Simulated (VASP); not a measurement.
Crystal: GePdF4.

```
Ge Pd F
1.0
     0.00000    3.31429    3.31429
     3.31429    0.00000    3.31429
     3.31429    3.31429    0.00000
Ge Pd F
1 1 4
Direct
  0.00000 0.00000 0.00000
  0.75000 0.75000 0.75000
  0.87140 0.37620 0.37620
  0.37620 0.37620 0.37620
  0.37620 0.87140 0.37620
  0.37620 0.37620 0.87140
```

* Program: VASP 6.6.1
* Task: relaxation of cell and atoms
* Functional: PBE
* Potentials or basis: VASP PAW PBE potentials, release 64 (Ge_d, Pd, F)
* Cutoff: 600 eV
* k mesh: 10 × 10 × 10
* Occupations: gaussian, width 0.1 eV
* Spin: no spin polarisation

At the start: pressure -2.1 GPa; volume 12.14 Å³/atom.

Question: How do energy, volume and symmetry change on relaxing?

Answer: Over 3 steps the energy falls by 5.0 meV/atom and the volume is 11.80 Å³/atom (-2.8 %); space group F-43m (No. 216, to 0.05 Å).

Step by step:
```csv
step,energy change (eV),largest force (eV/Å),pressure (GPa),volume (Å³)
1,0.0000,0.3740,-2.13,72.81
2,-0.0293,0.0617,-0.39,71.12
3,-0.0301,0.0059,-0.03,70.79
```

Final structure:
```
CELL_PARAMETERS angstrom
0.00000 3.28337 3.28337
3.28337 0.00000 3.28337
3.28337 3.28337 0.00000
ATOMIC_POSITIONS crystal
Ge 0.00000 0.00000 0.00000
Pd 0.75000 0.75000 0.75000
F 0.87706 0.37431 0.37431
F 0.37431 0.37431 0.37431
F 0.37431 0.87706 0.37431
F 0.37431 0.37431 0.87706
```
